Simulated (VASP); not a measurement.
# Al16ClO24 (a cell with a defect) in VASP: further runs

The runs below take Al16ClO24 (a cell with a defect) through single point, with PBE.

Everything below comes from runs of VASP 6.6.1. Logs are shortened: lines on timing, memory, paths and dates and some standing lists are left out, and cuts for length are marked.

## Step 1: The cell of the first run

The cell holds a defect, 41 atoms: a = 5.181 Å, b = 10.361 Å, c = 10.361 Å, α = 55.29°, β = 55.29°, γ = 55.29°.

## Step 2: Single point, PBE

The input, INCAR:

```
SYSTEM = Al16ClO24
ALGO = Normal
EDIFF = 1E-6
ENCUT = 520
GGA = PE
GGA_COMPAT = .FALSE.
ISIF = 2
ISMEAR = -1
ISYM = -1
LASPH = .TRUE.
LCHARG = .FALSE.
LREAL = Auto
LWAVE = .FALSE.
NBANDS = 126
NELECT = 200.0
NELM = 120
PREC = Accurate
SIGMA = 0.01
```

The input, KPOINTS:

```
explicit points
1
Reciprocal
  0.25000000   0.25000000   0.25000000 1
```

The input, POSCAR:

```
Al16ClO24
1.0
    2.4039417600      1.3879164200      4.3742070900
   -4.8078835200      2.7758328500      8.7484141900
    0.0000000000     -5.5516656900      8.7484141900
Al O Cl
16 24 1
Direct
    0.6198759875      0.3250735518      0.3292064053
    0.8408595426      0.4216908251      0.4249728177
    0.1206772074      0.0616730786      0.0710266174
    0.3035518674      0.1515255116      0.1940832129
    0.6607915887      0.3036380746      0.8157110480
    0.8553128733      0.4550736982      0.9143559042
    0.1357510413      0.0764171169      0.5667890357
    0.3430207699      0.1744888265      0.6789284849
    0.6489631412      0.8109912771      0.3287582375
    0.8438712762      0.9197428312      0.4295808318
    0.1648682489      0.6238904615      0.0499125854
    0.3803979356      0.6814173990      0.1800146834
    0.6644598358      0.8332786621      0.8191645992
    0.8291537599      0.9561875469      0.9420988607
    0.1502838160      0.5740364819      0.5781752502
    0.3614560024      0.6911126621      0.6739719501
    0.4282502725      0.0187069244      0.3782239417
    0.8929208482      0.1245091968      0.2783287597
   -0.0010174050      0.3394847672      0.2680789837
    0.7952167384      0.1193104457      0.0120315644
    0.2390612070      0.2803414877      0.4685183206
    0.5691090659      0.4971676289      0.1215972091
    0.4589215824      0.0311616860      0.8707789160
    0.9637728395      0.1271132658      0.7517729923
    0.0317319207      0.3793188170      0.7270947337
    0.7151223871      0.2195185398      0.5464031962
    0.2045135304      0.2630408185      0.9746094837
    0.5575987355      0.4666381530      0.6289440233
    0.4264044624      0.5302644050      0.3839053409
    0.9410608406      0.6184888717      0.2757616553
    0.0402456855      0.8641164593      0.2355355266
    0.7654620573      0.7336230569      0.0226222806
    0.2474654572      0.7726255287      0.4762858289
    0.4908960209      0.9494842014      0.1523986011
    0.4861519966      0.6301822983      0.8340961654
    0.9997371628      0.6252287315      0.7824930963
    0.0482576742      0.8869236579      0.7081686224
    0.7625457683      0.7180874083      0.5217665421
    0.2309456817      0.8111388207      0.9825359438
    0.5580545102      0.9685529032      0.6233293171
    1.4300303530      0.3787801173      0.0276430371
```

Potentials or basis: VASP PAW PBE potentials, release 64 (Al, O, Cl).

Command:

```bash
$ cat potpaw_PBE.64/Al/POTCAR potpaw_PBE.64/O/POTCAR potpaw_PBE.64/Cl/POTCAR > POTCAR
$ mpirun -np 1 vasp_std > vasp.out
```

OUTCAR:

```text
SYSTEM = Al16ClO24
   EDIFF = 1E-6
   ENCUT = 520
   GGA = PE
   ISIF = 2
   ISMEAR = -1
   ISYM = -1
   LASPH = .TRUE.
   LREAL = Auto
   NELECT = 200.0
   NELM = 120
   PREC = Accurate

 ion  position               nearest neighbor table
   1  0.620  0.325  0.329-  19 1.76  21 1.80  22 1.90  18 1.91  29 2.04  26 2.09   2 2.65   4 2.78
                             8 2.80  12 2.83   2 3.20  10 3.30   6 3.33
   2  0.841  0.422  0.425-  19 1.82  21 1.86  30 1.88  28 1.91  29 1.95  26 2.00   1 2.65   7 2.76
                            15 2.79  11 3.10   5 3.18   9 3.20   1 3.20  12 3.34
   3  0.121  0.062  0.071-  20 1.78  23 1.86  31 1.86  27 1.92  34 1.98  18 2.06   4 2.67  14 2.82
                            10 2.85  12 3.04   6 3.12   8 3.16  14 3.33   4 3.34
   4  0.304  0.152  0.194-  17 1.83  18 1.91  19 1.92  34 1.94  27 2.11  20 2.11  41 2.19   3 2.67
                             9 2.77   1 2.78   5 3.05   7 3.13  14 3.16  10 3.26   3 3.34
   5  0.661  0.304  0.816-  24 1.78  28 1.82  20 1.99  25 2.01  27 2.09  41 2.18   8 2.71  14 2.79
                             4 3.05   6 3.05  16 3.08   2 3.18   6 3.23
   6  0.855  0.455  0.914-  36 1.77  27 1.84  22 1.92  35 1.94  25 2.03  41 2.20  15 2.68  11 2.79
                             5 3.05  13 3.10   3 3.12   5 3.23   1 3.33
   7  0.136  0.076  0.567-  37 1.79  17 1.84  24 1.85  26 1.87  21 2.00  40 2.08   8 2.75   2 2.76
                            10 2.83  14 2.98  16 3.11   4 3.13   8 3.23
   8  0.343  0.174  0.679-  26 1.76  23 1.87  24 1.91  25 1.94  40 2.02  21 2.05   5 2.71   7 2.75
                            13 2.75   1 2.80   3 3.16   7 3.23  15 3.28  14 3.35
   9  0.649  0.811  0.329-  30 1.85  34 1.86  33 1.86  38 1.94  31 1.94  17 2.00  10 2.69  16 2.75
                             4 2.77  12 2.91  14 3.11   2 3.20  10 3.28  11 3.31
  10  0.844  0.920  0.430-  18 1.84  40 1.84  33 1.90  38 1.93  31 1.93  17 2.03   9 2.69  15 2.78
                             7 2.83   3 2.85  13 3.24   4 3.26   9 3.28   1 3.30  16 3.31
  11  0.165  0.624  0.050-  32 1.81  39 1.82  35 1.87  30 1.91  22 2.05  41 2.17  12 2.61  14 2.67
                             6 2.79   2 3.10  16 3.15  13 3.25  12 3.26   9 3.31
  12  0.380  0.681  0.180-  31 1.82  29 1.83  32 1.86  22 1.87  39 2.02  30 2.23  11 2.61   1 2.83
                            13 2.88   9 2.91   3 3.04  15 3.22  11 3.26   2 3.34
  13  0.664  0.833  0.819-  37 1.87  40 1.88  36 1.93  23 1.93  39 1.94  32 1.99  35 2.64   8 2.75
                            16 2.78  12 2.88  14 2.88   6 3.10  10 3.24  11 3.25  14 3.36
  14  0.829  0.956  0.942-  24 1.84  34 1.86  39 1.87  23 2.02  20 2.08  32 2.12  37 2.37  11 2.67
                             5 2.79   3 2.82  13 2.88   7 2.98   9 3.11   4 3.16   3 3.33   8 3.35
  15  0.150  0.574  0.578-  29 1.82  38 1.88  25 1.90  33 1.92  28 1.97  36 2.07   6 2.68  10 2.78
                             2 2.79  16 2.79  16 3.20  12 3.22   8 3.28
  16  0.361  0.691  0.674-  35 1.77  37 1.81  38 1.82  36 1.85  33 2.02  28 2.16   9 2.75  13 2.78
                            15 2.79   5 3.08   7 3.11  11 3.15  15 3.20  10 3.31
  17  0.428  0.019  0.378-   4 1.83   7 1.84   9 2.00  10 2.03
  18  0.893  0.125  0.278-  10 1.84   1 1.91   4 1.91   3 2.06
  19  0.999  0.339  0.268-   1 1.76   2 1.82   4 1.92  41 2.21
  20  0.795  0.119  0.012-   3 1.78   5 1.99  14 2.08   4 2.11  41 2.28
  21  0.239  0.280  0.469-   1 1.80   2 1.86   7 2.00   8 2.05
  22  0.569  0.497  0.122-  12 1.87   1 1.90   6 1.92  11 2.05
  23  0.459  0.031  0.871-   3 1.86   8 1.87  13 1.93  14 2.02
  24  0.964  0.127  0.752-   5 1.78  14 1.84   7 1.85   8 1.91
  25  0.032  0.379  0.727-  15 1.90   8 1.94   5 2.01   6 2.03
  26  0.715  0.220  0.546-   8 1.76   7 1.87   2 2.00   1 2.09
  27  0.205  0.263  0.975-   6 1.84   3 1.92   5 2.09   4 2.11
  28  0.558  0.467  0.629-   5 1.82   2 1.91  15 1.97  16 2.16
  29  0.426  0.530  0.384-  15 1.82  12 1.83   2 1.95   1 2.04
  30  0.941  0.618  0.276-   9 1.85   2 1.88  11 1.91  12 2.23
  31  0.040  0.864  0.236-  12 1.82   3 1.86  10 1.93   9 1.94
  32  0.765  0.734  0.023-  11 1.81  12 1.86  13 1.99  14 2.12
  33  0.247  0.773  0.476-   9 1.86  10 1.90  15 1.92  16 2.02
  34  0.491  0.949  0.152-  14 1.86   9 1.86   4 1.94   3 1.98
  35  0.486  0.630  0.834-  16 1.77  11 1.87   6 1.94  41 2.27  13 2.64
  36  1.000  0.625  0.782-   6 1.77  16 1.85  13 1.93  15 2.07
  37  0.048  0.887  0.708-   7 1.79  16 1.81  13 1.87  14 2.37
  38  0.763  0.718  0.522-  16 1.82  15 1.88  10 1.93   9 1.94
  39  0.231  0.811  0.983-  11 1.82  14 1.87  13 1.94  12 2.02
  40  0.558  0.969  0.623-  10 1.84  13 1.88   8 2.02   7 2.08
  41  0.430  0.379  0.028-  11 2.17   5 2.18   4 2.19   6 2.20  19 2.21  35 2.27  20 2.28

IMPORTANT INFORMATION: All symmetrisations will be switched off!
NOSYMM: (Re-)initialisation of all symmetry stuff for point group C_1.

----------------------------------------------------------------------------------------

                                     Primitive cell

  volume of cell :     350.2659

  direct lattice vectors                    reciprocal lattice vectors
     2.403941760  1.387916420  4.374207090     0.207991728  0.120084080  0.076204287
    -4.807883520  2.775832850  8.748414190    -0.103995864  0.060042040  0.038102144
     0.000000000 -5.551665690  8.748414190    -0.000000000 -0.120084080  0.038102144

  length of vectors
     5.180630815 10.361261641 10.361261640     0.251967932  0.125983966  0.125983966

  position of ions in fractional coordinates (direct lattice)
     0.619875988  0.325073552  0.329206405
     0.840859543  0.421690825  0.424972818
     0.120677207  0.061673079  0.071026617
     0.303551867  0.151525512  0.194083213
     0.660791589  0.303638075  0.815711048
     0.855312873  0.455073698  0.914355904
[... 33 lines left out ...]
     0.558054510  0.968552903  0.623329317
     0.430030353  0.378780117  0.027643037

  ion indices of the primitive-cell ions
   primitive index   ion index
                 1           1
                 2           2
                 3           3
                 4           4
                 5           5
                 6           6
[... 33 lines left out ...]
                40          40
                41          41

----------------------------------------------------------------------------------------

 KPOINTS: explicit points

Read explicit list of k-points.

 Found      1 k-points:

 Following reciprocal coordinates:
            Coordinates               Weight
  0.250000  0.250000  0.250000      1.000000
   k-points           NKPTS =      1   k-points in BZ     NKDIM =      1   number of bands    NBANDS=    126
   number of dos      NEDOS =    301   number of ions     NIONS =     41
   total plane-waves  NPLWV = 256000
   dimension x,y,z NGX =    40 NGY =   80 NGZ =   80
   dimension x,y,z NGXF=    80 NGYF=  160 NGZF=  160
   ions per type =              16  24   1
   NGX,Y,Z   is equivalent  to a cutoff of  12.84, 12.84, 12.84 a.u.
   NGXF,Y,Z  is equivalent  to a cutoff of  25.67, 25.67, 25.67 a.u.
 SYSTEM =  Al16ClO24
   PREC   = accura    normal or accurate (medium, high low for compatibility)
   ISTART =      0    job   : 0-new  1-cont  2-samecut
   ICHARG =      2    charge: 1-file 2-atom 10-const
   ISPIN  =      1    spin polarized calculation?
   LNONCOLLINEAR =      F non collinear calculations
   LSORBIT =      F    spin-orbit coupling
   LASPH  =      T    aspherical Exc in radial PAW
   ENCUT  =  520.0 eV  38.22 Ry    6.18 a.u.   9.63 19.27 19.27*2*pi/ulx,y,z
   NELM   =    120;   NELMIN=  2; NELMDL= -5     # of ELM steps
   EDIFF  = 0.1E-05   stopping-criterion for ELM
   LREAL  =      T    real-space projection
   EDIFFG = 0.1E-04   stopping-criterion for IOM
   NSW    =      0    number of steps for IOM
   IBRION =     -1    ionic relax: 0-MD 1-quasi-New 2-CG
   NFREE  =      0    steps in history (QN), initial steepest desc. (CG)
   ISIF   =      2    stress and relaxation
   ISYM   =     -1    0-nonsym 1-usesym 2-fastsym
   POTIM  = 0.5000    time-step for ionic-motion
   TEBEG  =    0.0;   TEEND  =   0.0 temperature during run
   PSTRESS=    0.0 pullay stress
   NELECT =     200.0000    total number of electrons
   NUPDOWN=      -1.0000    fix difference up-down
   EMIN   =  10.00;   EMAX   =-10.00  energy-range for DOS
   EFERMI =   0.00;   METHOD = LEGACY
   ISMEAR =    -1;   SIGMA  =   0.01  broadening in eV -4-tet -1-fermi 0-gaus
   EFERMI_NEDOS =   21; number of points for ismear=-14 and -15
   IALGO  =     38    algorithm
   IMIX   =      4    mixing-type and parameters
     AMIX     =   0.40;   BMIX     =  1.00
     AMIX_MAG =   1.60;   BMIX_MAG =  1.00
  volume/ion in A,a.u.               =       8.54        57.65
  Fermi-wavevector in a.u.,A,eV,Ry     =   1.358164  2.566558 25.097435  1.844609
  Thomas-Fermi vector in A             =   2.485021
   LORBIT       =      0    0 simple, 1 ext, 2 COOP (PROOUT), +10 PAW based schemes
   GGA     = PE    functional components
   LHFCALC =     F    Hartree Fock is set to
   AEXX    =    0.0000 exact exchange contribution
   IVDW    =     0    specifies the selected vdW correction
   LEPSILON=     F    determine dielectric tensor
   LRPA    =     F    only Hartree local field effects (RPA)
 non-spin polarized calculation
  energy-cutoff  :      520.00
  volume of cell :      350.27
 maximum number of plane-waves:      9444
 NGX is ok and might be reduce to    40
   NGX = 19   NGY = 39   NGZ = 39

 number of electron     199.9999998 magnetization

 Free energy of the ion-electron system (eV)
  ---------------------------------------------------
  ext. energy  EPLUGINS =         0.00000000
  ---------------------------------------------------
  free energy    TOTEN  =      -280.72083971 eV

  energy without entropy =     -280.72083971  energy(sigma->0) =     -280.72083971

 E-fermi :   8.2433     XC(G=0): -11.7782

 val. band max:        7.9106909183   @ k =   0.2500   0.2500   0.2500
 cond. band min:      12.8986863832   @ k =   0.2500   0.2500   0.2500
 fundamental gap:      4.9879954648
 Fermi energy:         8.2432853090

 k-point     1 :       0.2500    0.2500    0.2500
  band No.  band energies     occupation
      1     -12.8071      2.00000
      2     -12.0258      2.00000
      3     -11.7856      2.00000
      4     -11.6794      2.00000
      5     -11.5833      2.00000
      6     -11.4953      2.00000
[... 104 lines left out ...]
    111      15.9398      0.00000
    112      16.0366      0.00000
 [bands above 112 left out]

------------------------ aborting loop because EDIFF is reached ----------------------------------------

  FORCE on cell =-STRESS in cart. coord.  units (eV):
  Direction    XX          YY          ZZ          XY          YZ          ZX
  --------------------------------------------------------------------------------------
  -------------------------------------------------------------------------------------
  Total       43.1038464     61.0249474     40.1471852      1.1762439      9.6985034    -11.9605761
  in kB      197.1645222    279.1387679    183.6402371      5.3803450     44.3626486    -54.7097641
  external PRESSURE =     219.9811757 kB  Pullay stress =       0.0000000 kB

 VOLUME and BASIS-vectors are now :
 -----------------------------------------------------------------------------
  energy-cutoff  :      520.00
  volume of cell :      350.27
      direct lattice vectors                 reciprocal lattice vectors
     2.403941760  1.387916420  4.374207090     0.207991728  0.120084080  0.076204287
    -4.807883520  2.775832850  8.748414190    -0.103995864  0.060042040  0.038102144
     0.000000000 -5.551665690  8.748414190    -0.000000000 -0.120084080  0.038102144

 POSITION                                       TOTAL-FORCE (eV/Angst)
 -----------------------------------------------------------------------------------
     -0.07277     -0.06496      8.43538        -0.007658     -0.012022     -0.015728
     -0.00606     -0.02172     11.08506        -0.003572      0.001756      0.014555
     -0.00642     -0.05563      1.68878        -0.002926     -0.007616     -0.014288
      0.00120     -0.23557      4.35133        -0.019663      0.030997      0.011446
      0.12865     -2.76858     12.68297         0.013595      0.005640      0.005795
     -0.13182     -2.62589     15.72165        -0.020261     -0.028686     -0.024355
[... 33 lines left out ...]
     -3.31516      0.00256     16.36749        -0.009256      0.008459      0.001613
     -0.78736      1.49481      5.43660         0.031953      0.015957      0.047443
 -----------------------------------------------------------------------------------
    total drift:                                0.001874      0.010414     -0.005628

  FREE ENERGIE OF THE ION-ELECTRON SYSTEM (eV)
  ---------------------------------------------------
  free  energy   TOTEN  =      -280.7208397101 eV

  energy  without entropy=     -280.7208397101  energy(sigma->0) =     -280.72083971
```

Run time: 2.3 min. Hardware: 1 thread of Intel Xeon 6975P-C (Granite Rapids), shared host; peak memory 0.53 GiB.

What came out:

```yaml
Free_energy: -280.7208 eV
Largest_force: 0.059 eV/Å
```

Forces in eV/Å, atoms in the order of the input:
```
Al  -0.008 -0.012 -0.016
Al  -0.004  0.002  0.015
Al  -0.003 -0.008 -0.014
Al  -0.020  0.031  0.011
Al   0.014  0.006  0.006
Al  -0.020 -0.029 -0.024
Al   0.011  0.001  0.007
Al  -0.004 -0.024  0.005
Al  -0.017  0.014 -0.007
Al   0.004  0.005  0.004
Al  -0.007 -0.016 -0.018
Al  -0.010 -0.009  0.002
Al   0.003 -0.005 -0.030
Al  -0.009  0.013 -0.009
Al  -0.009 -0.002 -0.009
Al  -0.011  0.020 -0.012
O    0.006 -0.005 -0.006
O    0.012 -0.011  0.012
O    0.020  0.043  0.011
O   -0.008  0.002 -0.021
O   -0.017 -0.008 -0.002
O    0.012  0.007 -0.022
O    0.004  0.003  0.016
O    0.004 -0.006 -0.010
O   -0.004 -0.006  0.007
O    0.000  0.023 -0.005
O   -0.011 -0.017  0.019
O   -0.006 -0.003  0.000
O    0.004  0.008  0.003
O    0.006 -0.007  0.006
O   -0.002 -0.003  0.006
O    0.005 -0.012 -0.002
O    0.002 -0.001 -0.001
O    0.003  0.001 -0.003
O    0.007  0.001  0.016
O    0.028 -0.009  0.008
O   -0.011 -0.017  0.002
O    0.023  0.002 -0.009
O   -0.009  0.004  0.015
O   -0.009  0.008  0.002
Cl   0.032  0.016  0.047
```

Levels at points of the mesh, in eV from the Fermi level:
```csv
k point,band 96,band 97,band 98,band 99,band 100,band 101,band 102,band 103,band 104,band 105
"(0.25, 0.25, 0.25)",-1.66,-1.60,-1.39,-0.66,-0.33,4.66,5.56,6.23,6.60,6.83
```

Caveat: the cell carries a net charge on a neutralising background, which shifts energy and pressure; the cell is charged against a uniform background, so pressure and absolute levels hang on convention.

(Part 1 of 2 ends here.)
